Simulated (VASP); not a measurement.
# HfN (Fm-3m) in VASP: further runs, part 2 of 3

VASP 6.6.1. The steps go on from the part before.

## Step 3: Relaxation of cell and atoms, PBEsol, target pressure 15 GPa, at which the enthalpy is minimised

This run uses another cell than the first one, of 10.86 Å³/atom.

Input file INCAR:

```
PREC = Accurate
ENCUT = 600
EDIFF = 1E-6
ISMEAR = 0
SIGMA = 0.1
LREAL = False
LASPH = True
NELM = 100
ALGO = Normal
ISIF = 3
LWAVE = False
LCHARG = False
GGA = PS
IBRION = 2
NSW = 70
EDIFFG = -0.008
PSTRESS = 150.0
```

Input file KPOINTS:

```
regular mesh
0
Gamma
  16 16 16
```

Input file POSCAR:

```
HfN
1.0
    0.0000000000      2.2147598598      2.2147598598
    2.2147598598      0.0000000000      2.2147598598
    2.2147598598      2.2147598598      0.0000000000
Hf N
1 1
Direct
    0.0000000000      0.0000000000      0.0000000000
    0.5000000000      0.5000000000      0.5000000000
```

Potentials or basis: VASP PAW PBE potentials, release 64 (Hf_pv, N).

Launch:

```sh
cat potpaw_PBE.64/Hf_pv/POTCAR potpaw_PBE.64/N/POTCAR > POTCAR
mpirun -np 1 vasp_std > vasp.out
```

OUTCAR:

```text
PREC = Accurate
   ENCUT = 600
   EDIFF = 1E-6
   ISMEAR = 0
   LREAL = False
   LASPH = True
   NELM = 100
   ISIF = 3
   GGA = PS
   IBRION = 2
   NSW = 70
   EDIFFG = -0.008
   PSTRESS = 150.0

 ion  position               nearest neighbor table
   1  0.000  0.000  0.000-   2 2.21   2 2.21   2 2.21   2 2.21   2 2.21   2 2.21
   2  0.500  0.500  0.500-   1 2.21   1 2.21   1 2.21   1 2.21   1 2.21   1 2.21

  LATTYP: Found a face centered cubic cell.
 ALAT       =     4.4295197196

  Lattice vectors:

 A1 = (   0.0000000000,   2.2147598598,   2.2147598598)
 A2 = (   2.2147598598,   0.0000000000,   2.2147598598)
 A3 = (   2.2147598598,   2.2147598598,   0.0000000000)

Analysis of symmetry for initial positions (statically):
=====================================================================
 Subroutine PRICEL returns:
 Original cell was already a primitive cell.

 Routine SETGRP: Setting up the symmetry group for a
 face centered cubic supercell.

 Subroutine GETGRP returns: Found 48 space group operations
 (whereof 48 operations were pure point group operations)
 out of a pool of 48 trial point group operations.

The static configuration has the point symmetry O_h .

Analysis of symmetry for dynamics (positions and initial velocities):
=====================================================================
 Subroutine PRICEL returns:
 Original cell was already a primitive cell.

 Routine SETGRP: Setting up the symmetry group for a
 face centered cubic supercell.

 Subroutine GETGRP returns: Found 48 space group operations
 (whereof 48 operations were pure point group operations)
 out of a pool of 48 trial point group operations.

The dynamic configuration has the point symmetry O_h .

 Subroutine INISYM returns: Found 48 space group operations
 (whereof 48 operations are pure point group operations),
 and found     1 'primitive' translations

----------------------------------------------------------------------------------------

                                     Primitive cell

  volume of cell :      21.7275

  direct lattice vectors                    reciprocal lattice vectors
     0.000000000  2.214759860  2.214759860    -0.225758110  0.225758110  0.225758110
     2.214759860  0.000000000  2.214759860     0.225758110 -0.225758110  0.225758110
     2.214759860  2.214759860  0.000000000     0.225758110  0.225758110 -0.225758110

  length of vectors
     3.132143431  3.132143431  3.132143431     0.391024517  0.391024517  0.391024517

  position of ions in fractional coordinates (direct lattice)
     0.000000000  0.000000000  0.000000000
     0.500000000  0.500000000  0.500000000

  ion indices of the primitive-cell ions
   primitive index   ion index
                 1           1
                 2           2

----------------------------------------------------------------------------------------

 KPOINTS: regular mesh

Automatic generation of k-mesh.
 Grid dimensions read from file:
 generate k-points for:   16   16   16

 Generating k-lattice:

  Cartesian coordinates                     Fractional coordinates (reciprocal lattice)
[... 49 lines left out ...]
   NGXF,Y,Z  is equivalent  to a cutoff of  29.72, 29.72, 29.72 a.u.
 SYSTEM =  unknown system
   PREC   = accura    normal or accurate (medium, high low for compatibility)
   ISTART =      0    job   : 0-new  1-cont  2-samecut
   ICHARG =      2    charge: 1-file 2-atom 10-const
   ISPIN  =      1    spin polarized calculation?
   LNONCOLLINEAR =      F non collinear calculations
   LSORBIT =      F    spin-orbit coupling
   LASPH  =      T    aspherical Exc in radial PAW
   ENCUT  =  600.0 eV  44.10 Ry    6.64 a.u.   6.26  6.26  6.26*2*pi/ulx,y,z
   NELM   =    100;   NELMIN=  2; NELMDL= -5     # of ELM steps
   EDIFF  = 0.1E-05   stopping-criterion for ELM
   LREAL  =      F    real-space projection
   EDIFFG = -.8E-02   stopping-criterion for IOM
   NSW    =     70    number of steps for IOM
   IBRION =      2    ionic relax: 0-MD 1-quasi-New 2-CG
   NFREE  =      1    steps in history (QN), initial steepest desc. (CG)
   ISIF   =      3    stress and relaxation
   ISYM   =      2    0-nonsym 1-usesym 2-fastsym
   POTIM  = 0.5000    time-step for ionic-motion
   TEBEG  =    0.0;   TEEND  =   0.0 temperature during run
   PSTRESS=  150.0 pullay stress
   NELECT =      15.0000    total number of electrons
   NUPDOWN=      -1.0000    fix difference up-down
   EMIN   =  10.00;   EMAX   =-10.00  energy-range for DOS
   EFERMI =   0.00;   METHOD = LEGACY
   ISMEAR =     0;   SIGMA  =   0.10  broadening in eV -4-tet -1-fermi 0-gaus
   EFERMI_NEDOS =   21; number of points for ismear=-14 and -15
   IALGO  =     38    algorithm
   IMIX   =      4    mixing-type and parameters
     AMIX     =   0.40;   BMIX     =  1.00
     AMIX_MAG =   1.60;   BMIX_MAG =  1.00
  volume/ion in A,a.u.               =      10.86        73.31
  Fermi-wavevector in a.u.,A,eV,Ry     =   1.446889  2.734224 28.483638  2.093488
  Thomas-Fermi vector in A             =   2.564906
   LORBIT       =      0    0 simple, 1 ext, 2 COOP (PROOUT), +10 PAW based schemes
   GGA     = PS    functional components
   LHFCALC =     F    Hartree Fock is set to
   AEXX    =    0.0000 exact exchange contribution
   IVDW    =     0    specifies the selected vdW correction
   LEPSILON=     F    determine dielectric tensor
   LRPA    =     F    only Hartree local field effects (RPA)
 conjugate gradient relaxation of ions
 non-spin polarized calculation
 Gauss-broadening in eV      SIGMA  =   0.10
  energy-cutoff  :      600.00
  volume of cell :       21.73
 maximum number of plane-waves:       742
 NGX is ok and might be reduce to    28
   NGX = 13   NGY = 13   NGZ = 13

--------------------------------------- Ionic step        1  -------------------------------------------

 number of electron      14.9999999 magnetization

 Free energy of the ion-electron system (eV)
  ---------------------------------------------------
  ext. energy  EPLUGINS =         0.00000000
  ---------------------------------------------------
  free energy    TOTEN  =       -22.96173032 eV

  energy without entropy =      -22.95882184  energy(sigma->0) =      -22.96027608

------------------------ aborting loop because EDIFF is reached ----------------------------------------

  FORCE on cell =-STRESS in cart. coord.  units (eV):
  Direction    XX          YY          ZZ          XY          YZ          ZX
  --------------------------------------------------------------------------------------
  -------------------------------------------------------------------------------------
  Total        1.7523893      1.7523893      1.7523893      0.0000000      0.0000000      0.0000000
  in kB      129.2204501    129.2204501    129.2204501      0.0000000      0.0000000      0.0000000
  external PRESSURE =     -20.7795499 kB  Pullay stress =     150.0000000 kB
[... 63 lines left out ...]
--------------------------------------- Ionic step        3  -------------------------------------------

 number of electron      14.9999999 magnetization

 Free energy of the ion-electron system (eV)
  ---------------------------------------------------
  ext. energy  EPLUGINS =         0.00000000
  ---------------------------------------------------
  free energy    TOTEN  =       -22.95060790 eV

  energy without entropy =      -22.94770363  energy(sigma->0) =      -22.94915576

 E-fermi :   8.7797     XC(G=0): -13.2385

 val. band max:        8.7696476396   @ k =  -0.4375   0.3125   0.1250
 cond. band min:       8.7805650172   @ k =   0.0625   0.0625   0.0000
 fundamental gap:      0.0109173777
 Fermi energy:         8.7796525444

 k-point     1 :       0.0000    0.0000    0.0000
  band No.  band energies     occupation
      1     -22.0124      2.00000
      2     -22.0124      2.00000
      3     -22.0124      2.00000
      4      -9.0365      2.00000
      5       5.7340      2.00000
      6       5.7340      2.00000
      7       5.7340      2.00000
      8       8.3743      2.00000
      9       8.3743      2.00000
     10       8.3743      2.00000
     11      11.2526      0.00000
[... 309 lines left out ...]
 k-point    24 :      -0.0625    0.0625    0.0000
  band No.  band energies     occupation
      1     -22.1392      2.00000
      2     -22.0432      2.00000
      3     -22.0142      2.00000
      4      -8.7599      2.00000
      5       4.6628      2.00000
      6       4.9916      2.00000
      7       5.3437      2.00000
      8       8.5622      1.99789
      9       8.5662      1.99746
     10       9.0567      0.00009
     11      11.1614      0.00000

 [... further k-points ...]

------------------------ aborting loop because EDIFF is reached ----------------------------------------

  FORCE on cell =-STRESS in cart. coord.  units (eV):
  Direction    XX          YY          ZZ          XY          YZ          ZX
  --------------------------------------------------------------------------------------
  -------------------------------------------------------------------------------------
  Total        2.0221608      2.0221608      2.0221608      0.0000000     -0.0000000     -0.0000000
  in kB      149.9953694    149.9953694    149.9953694      0.0000000     -0.0000000     -0.0000000
  external PRESSURE =      -0.0046306 kB  Pullay stress =     150.0000000 kB
[... 21 lines left out ...]
  energy  without entropy=      -22.9477036280  energy(sigma->0) =      -22.94915576

  enthalpy is  TOTEN    =       -20.9283846564 eV   P V=        2.0222232408

 reached required accuracy - stopping structural energy minimisation
```

OSZICAR:

```text
N       E                     dE             d eps       ncg     rms          rms(c)
DAV:   1     0.423215224526E+02    0.42322E+02   -0.90245E+03  3198   0.145E+03
DAV:   2    -0.232731786514E+02   -0.65595E+02   -0.61590E+02  4301   0.278E+02
DAV:   3    -0.256704487568E+02   -0.23973E+01   -0.23776E+01  4119   0.460E+01
[... 21 lines left out ...]
DAV:   2    -0.229531441242E+02    0.79985E-02   -0.12895E-02  3313   0.114E+00    0.979E-01
DAV:   3    -0.229506765935E+02    0.24675E-02   -0.54708E-03  3499   0.743E-01    0.562E-01
DAV:   4    -0.229506219562E+02    0.54637E-04   -0.24833E-04  4009   0.169E-01    0.350E-01
DAV:   5    -0.229506087998E+02    0.13156E-04   -0.32869E-05  3757   0.503E-02    0.386E-02
DAV:   6    -0.229506078972E+02    0.90253E-06   -0.29177E-06  3642   0.185E-02
   3 F= -.20928385E+02 E0= -.20926933E+02  d E =-.840063E-03
```

CONTCAR:

```text
HfN
   1.00000000000000
     0.0000000000000000    2.2104098556830118    2.2104098556830118
     2.2104098556830118    0.0000000000000000    2.2104098556830118
     2.2104098556830118    2.2104098556830118    0.0000000000000000
  Hf              N
     1     1
Direct
     0.0000000000000000    0.0000000000000000    0.0000000000000000
     0.5000000000000000    0.5000000000000000    0.5000000000000000

  0.00000000E+00  0.00000000E+00  0.00000000E+00
  0.00000000E+00  0.00000000E+00  0.00000000E+00
```

Run time: 2.6 min. Hardware: 1 thread of Intel Xeon 8259CL, shared host; peak memory 0.21 GiB.

Results:

* Free energy: -22.9506 eV
* Relaxed volume: 10.80 Å³/atom
* Relaxed cell: a = 3.126 Å, b = 3.126 Å, c = 3.126 Å, α = 60.00°, β = 60.00°, γ = 60.00°
* Space group after relaxing (to 0.1 Å): Fm-3m (No. 225)
* Energy change on relaxing (the run minimises the enthalpy): +5.6 meV/atom
* Ionic steps: 3
* Pressure after relaxing: 15.0 GPa
* Band gap on the k mesh: zero (an odd number of electrons rules out a gap without spin polarisation)

The path:
| step | energy change (eV) | largest force (eV/Å) | pressure (GPa) | volume (Å³) |
| --- | --- | --- | --- | --- |
| 1 | 0.0000 | 0.0000 | 12.92 | 21.73 |
| 2 | 0.0455 | 0.0000 | 20.32 | 21.29 |
| 3 | 0.0111 | 0.0000 | 15.00 | 21.60 |

Final structure:
```
Hf N
1.0
     0.00000    2.21041    2.21041
     2.21041    0.00000    2.21041
     2.21041    2.21041    0.00000
Hf N
1 1
Cartesian
  0.0000 0.0000 0.0000
  2.2104 2.2104 2.2104
```

Levels at points of the mesh, in eV from the Fermi level:
| k point | band 6 | band 7 | band 8 | band 9 | band 10 | band 11 |
| --- | --- | --- | --- | --- | --- | --- |
| (0.00, 0.00, 0.00) | -3.05 | -3.05 | -0.41 | -0.41 | -0.41 | 2.47 |
| (0.50, 0.00, 0.00) | -6.50 | -6.50 | 3.61 | 4.06 | 4.06 | 4.77 |
| (0.50, 0.50, 0.00) | -4.14 | -3.67 | -3.67 | 4.46 | 6.08 | 6.08 |

Caveat: the cell is relaxed towards a set pressure, so the run minimises the enthalpy, not the energy; the PAW data sets were made with another functional, which shifts forces and pressure a little; spin-orbit coupling is left out, which moves the levels of the heavy elements.

## Step 4: Relaxation of cell and atoms, PBEsol, target pressure 3 GPa, at which the enthalpy is minimised

This run uses another cell than the first one, of 11.08 Å³/atom.

INCAR: that of step 3 with these lines changed.

```diff
@@ -7,3 +7,3 @@
 LASPH = True
-NELM = 100
+NELM = 60
 ALGO = Normal
@@ -16,2 +16,2 @@
 EDIFFG = -0.008
-PSTRESS = 150.0
+PSTRESS = 30.0
```

Input file KPOINTS:

```
Automatic mesh
0
Gamma
  16 16 16
```

Input file POSCAR:

```
HfN
1.0
    0.0000000000      2.2294923100      2.2294923100
    2.2294923100      0.0000000000      2.2294923100
    2.2294923100      2.2294923100      0.0000000000
Hf N
1 1
Direct
    0.0000000000      0.0000000000      0.0000000000
    0.5000000000      0.5000000000      0.5000000000
```

Launch:

```sh
cat potpaw_PBE.64/Hf_pv/POTCAR potpaw_PBE.64/N/POTCAR > POTCAR
mpirun -np 1 vasp_std > vasp.out
```

Wall time 2.7 min (1 thread of Intel Xeon 8259CL, shared host); peak memory 0.2 GiB.

It converged, with:

```
Free energy                                                : -22.9952 eV
Relaxed volume                                             : 11.20 Å³/atom
Relaxed cell                                               : a = 3.164 Å, b = 3.164 Å, c = 3.164 Å, α = 60.00°, β = 60.00°, γ = 60.00°
Space group after relaxing (to 0.1 Å)                      : Fm-3m (No. 225)
Energy change on relaxing (the run minimises the enthalpy) : -3.4 meV/atom
Ionic steps                                                : 3
Pressure after relaxing                                    : 3.0 GPa
Band gap on the k mesh                                     : zero (an odd number of electrons rules out a gap without spin polarisation)
```

Step by step:
```csv
step,energy change (eV),largest force (eV/Å),pressure (GPa),volume (Å³)
1,0.0000,0.0000,6.29,22.16
2,-0.0058,0.0000,-3.46,22.90
3,-0.0068,0.0000,2.97,22.40
```

Final structure:
```
CELL_PARAMETERS angstrom
0.00000 2.23739 2.23739
2.23739 0.00000 2.23739
2.23739 2.23739 0.00000
ATOMIC_POSITIONS crystal
Hf 0.00000 0.00000 0.00000
N 0.50000 0.50000 0.50000
```

Levels at points of the mesh, in eV from the Fermi level:
```csv
k point,band 5,band 6,band 7,band 8,band 9,band 10,band 11
"(0.00, 0.00, 0.00)",-3.01,-3.01,-3.01,-0.38,-0.38,-0.38,2.10
"(0.50, 0.00, 0.00)",-9.06,-6.31,-6.31,3.44,3.87,3.87,4.57
"(0.50, 0.50, 0.00)",-5.37,-3.97,-3.66,-3.66,4.26,5.78,5.78
```

Caveat: the cell is relaxed towards a set pressure, so the run minimises the enthalpy, not the energy; the PAW data sets were made with another functional, which shifts forces and pressure a little; spin-orbit coupling is left out, which moves the levels of the heavy elements.

(Continued in part 3 of 3.)
